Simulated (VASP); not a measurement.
A run of VASP 6.6.1:

File INCAR:

```
SYSTEM = Ge
ALGO = Normal
EDIFF = 1E-6
ENCUT = 520
GGA = PS
ISIF = 2
ISMEAR = -1
LASPH = .TRUE.
LCHARG = .FALSE.
LREAL = .FALSE.
LWAVE = .FALSE.
NBANDS = 21
NELM = 60
PREC = Accurate
SIGMA = 0.1
```

File KPOINTS:

```
k-points
0
G
  15 15 15
  0 0 0
```

The input POSCAR:

```
Ge
1.0
    0.0000000000      2.0857064699      2.0857064699
    2.0857064699      0.0000000000      2.0857064699
    2.0857064699      2.0857064699      0.0000000000
Ge
2
Direct
   -0.1250000000     -0.1250000000     -0.1250000000
    0.1250000000      0.1250000000      0.1250000000
```

Potentials or basis: VASP PAW PBE potentials, release 64 (Ge_d).

Command:

```sh
$ cat potpaw_PBE.64/Ge_d/POTCAR > POTCAR
$ mpirun -np 1 vasp_std > vasp.out
```

Hardware: 1 thread of Intel Xeon 6975P-C, with other jobs on the host.

Q: Estimate the wall time of this run.

A: It took 29 s on 1 thread of Intel Xeon 6975P-C, on a shared host, peak memory 0.16 GiB. Counts: scf iterations 12, k points 120.
